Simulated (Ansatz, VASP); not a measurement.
## GaSb: VASP beside Ansatz

```
CELL_PARAMETERS angstrom
0.00000 3.05900 3.05900
3.05900 0.00000 3.05900
3.05900 3.05900 0.00000
ATOMIC_POSITIONS crystal
Sb 0.75000 0.75000 0.75000
Ga 0.00000 0.00000 0.00000
```

Alike in both runs: task relaxation of cell and atoms; functional revPBE; dispersion D3(BJ); k mesh 8 × 8 × 8; occupations fermi-dirac, width 0.05 eV; no spin polarisation.

|  | VASP | Ansatz |
| --- | --- | --- |
| version | VASP 6.6.1 | Ansatz 0.2.0 |
| potentials or method | VASP PAW PBE potentials, release 64 (Sb, Ga_d), cutoff 600 eV | all-electron LAPW, scalar-relativistic |

```tsv
	VASP	Ansatz	Ansatz less VASP
relaxed volume (Å³/atom)	28.41	28.38	-0.024
relaxed cell length with the largest relative difference (Å)	4.315	4.314	-0.0012
```

VASP's potentials were made for PBE, not for revPBE. Ansatz ran all-electron here, and VASP with PAW potentials.

Neither program's run includes spin-orbit coupling.
